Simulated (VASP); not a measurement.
# Al35CuN35 (a cell with a defect) in VASP: notebook, part 2 of 4

VASP 6.6.1.

## Step 3: Single point, PBE

INCAR

```
PREC     = Accurate       # precision mode
ENCUT    = 520            # plane-wave cutoff, eV
EDIFF    = 1E-6           # SCF threshold, eV
ISMEAR   = -1             # smearing method
SIGMA    = 0.01           # smearing width, eV
LREAL    = Auto         
LASPH    = T              # aspherical terms in the spheres
NELM     = 100            # most SCF steps
ALGO     = Normal         # electronic algorithm
ISIF     = 2              # what is computed and relaxed
LWAVE    = F              # write WAVECAR
LCHARG   = F              # write CHGCAR
GGA      = PE             # functional
NELECT   = 290.0        
NBANDS   = 186            # bands
```

KPOINTS

```
Automatic mesh
0
Gamma
  1 1 1
  0.25 0.25 0.25
```

POSCAR

```
Al35CuN35
1.0
    9.3892708701      0.0000000899      0.0000000000
   -4.6946355101      8.1313470499      0.0000000000
    0.0000000000      0.0000000000     10.0348065900
Al N Cu
35 35 1
Direct
    0.2242381008      0.1111715557      0.2488163368
    0.0980554631      0.1912422407      0.5124211499
    0.2243438751      0.1089775041      0.7516434919
    0.1051349785      0.2117969379      0.9965549144
    0.2259604255      0.4458495543      0.1888122372
    0.1022917527      0.5723046890      0.5117966758
    0.2196531048      0.4423987455      0.7564517290
    0.1053854411      0.5590124481      0.9964258967
    0.2241348255      0.7791380198      0.2485758102
    0.1099855940      0.8879703173      0.4993969437
    0.2240758025      0.7808377222      0.7514484060
    0.1097298160      0.8877622840      1.0006897321
    0.5551512245      0.1105809649      0.2506005878
    0.4478592577      0.2254557905      0.4999907284
    0.5541549349      0.1096306002      0.7495831944
    0.4452699100      0.2214610213      1.0002871405
    0.5561051909      0.4440414881      0.2510062584
    0.5537026750      0.4414839176      0.7487305229
    0.4533699369      0.5590028791      0.9900063238
    0.5557103295      0.7780055079      0.2483506150
    0.4469240479      0.8889548222      0.4996117945
    0.5527155488      0.7758693240      0.7486702459
    0.4450299957      0.8894757502      0.9996898464
    0.8881741087      0.1102162370      0.2495236734
    0.7761506919      0.2210678768      0.5005629948
    0.8819444675      0.1063791872      0.7511482069
    0.7757678439      0.2206120890      1.0007892940
    0.8886773745      0.4436884058      0.2500056013
    0.7732147534      0.5544514806      0.4987341511
    0.8827968304      0.4409620239      0.7511324494
    0.7771558022      0.5548117820      1.0005159753
    0.8886645277      0.7770121276      0.2491652175
    0.7719597500      0.8826025228      0.4982131392
    0.8866870559      0.7758239601      0.7493192344
    0.7770009976      0.8873339505      1.0000512435
    0.2232448129      0.1113198572      0.4399772451
    0.1103338787      0.2190676484      0.1896680012
    0.2219118102      0.1093107627      0.9402879777
    0.1087046280      0.2203040544      0.6952530646
    0.1107220760      0.5568590990      0.1894550593
    0.2182628927      0.4420966889      0.9544202340
    0.1093477444      0.5537232494      0.6953802234
    0.2230343879      0.7793434282      0.4396694621
    0.1117117350      0.8886271024      0.1909862876
    0.2217973183      0.7788437781      0.9400425215
    0.1101200172      0.8877581663      0.6893910287
    0.5554290069      0.1111350889      0.4407103126
    0.4442924854      0.2212595187      0.1895772065
    0.5550858367      0.1106082699      0.9398205208
    0.4433130650      0.2197543355      0.6901823331
    0.5594433170      0.4386720002      0.4361535516
    0.4507621333      0.5577848174      0.1833332157
    0.5575337381      0.4417883569      0.9393638011
    0.4372849689      0.5495630272      0.7094871547
    0.5582864682      0.7883121162      0.4329841803
    0.4440934665      0.8887428485      0.1887705490
    0.5569973547      0.7810526030      0.9392782152
    0.4433513149      0.8879444958      0.6899975133
    0.8918841768      0.1135974025      0.4408888491
    0.7785702179      0.2218433583      0.1913310289
    0.8858658302      0.1090649205      0.9400286237
    0.7766111647      0.2206201060      0.6902649631
    0.8941996859      0.4445444618      0.4411495357
    0.7797313123      0.5552663160      0.1901050834
    0.8861428088      0.4425849866      0.9401215214
    0.7769239215      0.5541455880      0.6890835754
    0.8894372894      0.7777699191      0.4399117632
    0.7796568093      0.8893173536      0.1894722495
    0.8882588883      0.7770218547      0.9398177785
    0.7759360378      0.8866222460      0.6887142513
    0.4511553330      0.5644142509      0.5120922323
```

Potentials or basis: VASP PAW PBE potentials, release 64 (Al, N, Cu).

The run is started by

```bash
$ cat potpaw_PBE.64/Al/POTCAR potpaw_PBE.64/N/POTCAR potpaw_PBE.64/Cu/POTCAR > POTCAR
$ mpirun -np 1 vasp_std > vasp.out
```

Run time: 49 min. Hardware: 1 thread of Intel Xeon Platinum 8259CL at 2.50GHz (Skylake/Cascade Lake), shared host; peak memory 1.1 GiB.

The run converged. Its results:

| Item | Value |
| --- | --- |
| Free energy | -527.6933 eV |
| Largest force | 0.156 eV/Å |

Forces in eV/Å, atoms in the order of the input:
```
Al   0.021 -0.018 -0.002
Al   0.003  0.019  0.002
Al   0.022 -0.008  0.002
Al  -0.031  0.012 -0.001
Al   0.037 -0.035 -0.018
Al  -0.081  0.029 -0.004
Al   0.050 -0.012  0.002
Al  -0.027  0.024 -0.008
Al   0.042 -0.007 -0.010
Al  -0.027  0.017 -0.002
Al   0.041 -0.003  0.008
Al  -0.026  0.012  0.006
Al   0.026 -0.021  0.007
Al  -0.039  0.009 -0.014
Al   0.026 -0.019  0.003
Al  -0.020  0.009 -0.003
Al   0.020 -0.016 -0.007
Al   0.031 -0.013 -0.008
Al  -0.028  0.031  0.004
Al   0.031 -0.005  0.027
Al   0.027  0.012 -0.010
Al   0.030 -0.040 -0.001
Al  -0.023  0.014  0.004
Al   0.020 -0.033  0.018
Al  -0.019 -0.021 -0.006
Al   0.025 -0.017  0.003
Al  -0.025  0.009  0.004
Al   0.024 -0.024 -0.015
Al  -0.024  0.049  0.008
Al   0.016 -0.022 -0.002
Al  -0.031  0.019 -0.001
Al   0.011 -0.003 -0.006
Al  -0.083  0.010 -0.009
Al   0.021 -0.009  0.005
Al  -0.034  0.019  0.005
N    0.041 -0.046  0.004
N   -0.023  0.036 -0.006
N    0.045 -0.023  0.001
N   -0.034  0.002 -0.001
N   -0.047  0.028  0.034
N    0.040 -0.029  0.002
N   -0.016  0.010 -0.019
N    0.047 -0.058  0.007
N   -0.042  0.026 -0.007
N    0.030 -0.030  0.004
N   -0.037  0.014 -0.009
N    0.031  0.007 -0.006
N   -0.038  0.028 -0.001
N    0.033 -0.021 -0.004
N   -0.035  0.022  0.007
N   -0.008 -0.067 -0.048
N   -0.040 -0.002 -0.010
N    0.047 -0.025  0.001
N   -0.093  0.098  0.041
N    0.042  0.104  0.041
N   -0.053  0.020 -0.011
N    0.042 -0.023  0.001
N   -0.050  0.019  0.004
N    0.027  0.011 -0.014
N   -0.036  0.038  0.002
N    0.036 -0.014 -0.001
N   -0.041  0.037  0.000
N    0.046 -0.002  0.011
N   -0.039  0.021  0.003
N    0.037 -0.012  0.000
N   -0.038  0.010 -0.001
N    0.057 -0.021  0.004
N   -0.023  0.019  0.001
N    0.047 -0.026 -0.002
N   -0.033  0.017 -0.003
Cu   0.073 -0.138 -0.006
```

Levels at points of the mesh, in eV from the Fermi level:
```csv
k point,band 143,band 144,band 145,band 146,band 147,band 148
"(0.25, 0.25, 0.25)",-1.28,-0.30,-0.27,0.27,2.98,3.16
```

Caveat: the cell carries a net charge on a neutralising background, which shifts energy and pressure; the cell is charged against a uniform background, so pressure and absolute levels hang on convention.

(Continued in part 3 of 4.)
